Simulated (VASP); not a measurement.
Input of a VASP 6.6.1 run:

Contents of INCAR:

```
ALGO = Normal
EDIFF = 1E-6
ENCUT = 520
GGA = PE
ISIF = 2
ISMEAR = -1
LASPH = True
LCHARG = True
LELF = True
LREAL = False
LVHAR = True
LWAVE = False
NBANDS = 62
NELM = 60
PREC = Accurate
SIGMA = 0.15
```

The input KPOINTS:

```
k-points
0
Gamma
  2 2 3
```

POSCAR

```
LiOs12
1.0
    5.4800000000      0.0000000000      0.0000000000
   -4.1100000000      7.1187290000      0.0000000000
    0.0000000000      0.0000000000      4.3264600000
Os Li
12 1
Direct
    0.0119237964     -0.0088217995      0.0107015898
    0.2023096673      0.1996002376      0.4769719355
   -0.0056198928      0.3159131356      0.0308797493
    0.1790298186      0.5662246730      0.4420935361
   -0.0236045205      0.6555102744     -0.0347628315
    0.1899133264      0.8796654571      0.4934288078
    0.4847246813     -0.0117296220     -0.0263957138
    0.6929989937      0.2099110670      0.5127979919
    0.5359015533      0.3130755504     -0.0180748233
    0.6857637681      0.5378066787      0.4727883766
    0.5291217973      0.6839142212      0.0149776029
    0.6736884982      0.8858182409      0.5077361168
    0.3350357018      0.4475658506      0.7364681518
```

Potentials or basis: VASP PAW PBE potentials, release 64 (Os, Li_sv).

Launch:

```console
$ cat potpaw_PBE.64/Os/POTCAR potpaw_PBE.64/Li_sv/POTCAR > POTCAR
$ mpirun -np 1 vasp_std > vasp.out
```

(1) What does it give for the largest force?

Answers

(1) 2.957 eV/Å.

Caveat: the k points lie up to 0.66 Å⁻¹ apart.
